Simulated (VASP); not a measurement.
C, 64 atoms in the cell. Symmetry: R-3m, No. 166, trigonal system. Conventional cell: a = 2.456 Å, b = 2.456 Å, c = 10.041 Å, α = 90.00°, β = 90.00°, γ = 120.00°. C (site symmetry 3m) has 3 C at 1.42 Å within 1.9 Å. 

```yaml
Program: VASP 6.6.1
Task: single point
Functional: PBE
Potentials_or_basis: VASP PAW PBE potentials, release 64 (C)
Cutoff: 520 eV
k_mesh: 3 × 3 × 3
Occupations: gaussian, width 0.05 eV
Spin: no spin polarisation
Dipole_correction: no
Further_INCAR_settings: LREAL = Auto; ALGO = Normal; EDIFF = 1e-06; NBANDS = 166
```

Potentials or basis: VASP PAW PBE potentials, release 64 (C).

Launch:

```sh
$ cat potpaw_PBE.64/C/POTCAR > POTCAR
$ mpirun -np 1 vasp_std > vasp.out
```

Hardware: 1 × NVIDIA H100 80GB with 1 thread of Intel(R) Xeon(R) Platinum 8481C CPU @ 2.70GHz (Sapphire Rapids) (shared host).

How long does it take, and how much memory?

Wall time 120 s on 1 × NVIDIA H100 80GB with 1 thread of Intel(R) Xeon(R) Platinum 8481C CPU @ 2.70GHz (Sapphire Rapids) (shared host), peak memory 1.7 GiB. Counts: scf iterations 14, k points 6.
